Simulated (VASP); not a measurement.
Se: single point with LDA

The system is Se.

```
Se
1.0
     2.12208    0.00000    0.00000
     0.00000    2.12208    0.00000
     0.00000    0.00000    2.12208
Se
1
Direct
  0.00000 0.00000 0.00000
```

This cell differs from its parent crystal: volume scaled by 0.45.

```yaml
Program: VASP 6.6.1
Task: single point
Functional: LDA
Potentials_or_basis: VASP PAW LDA potentials, release 64 (Se)
Cutoff: 520 eV
k_mesh: 13 × 13 × 13
Occupations: fermi-dirac, width 0.08 eV
Spin: no spin polarisation
Dipole_correction: no
Further_INCAR_settings: ALGO = Normal; EDIFF = 1e-06; NBANDS = 9
```

```json
{
  "Pressure": "326.7 GPa",
  "Band gap on the k mesh": "zero (band 3 reaches 28.49 eV, above the bottom of band 4 at 16.18 eV)"
}
```

Levels at points of the mesh, in eV from the Fermi level:
| k point | band 1 | band 2 | band 3 | band 4 | band 5 | band 6 |
| --- | --- | --- | --- | --- | --- | --- |
| (0.00, 0.00, 0.00) | -28.13 | 3.21 | 3.21 | 3.21 | 6.23 | 6.23 |

Wall time 2.9 s on 1 thread of Intel(R) Xeon(R) 6975P-C (Granite Rapids), with other jobs on the host, peak memory 0.1 GiB.
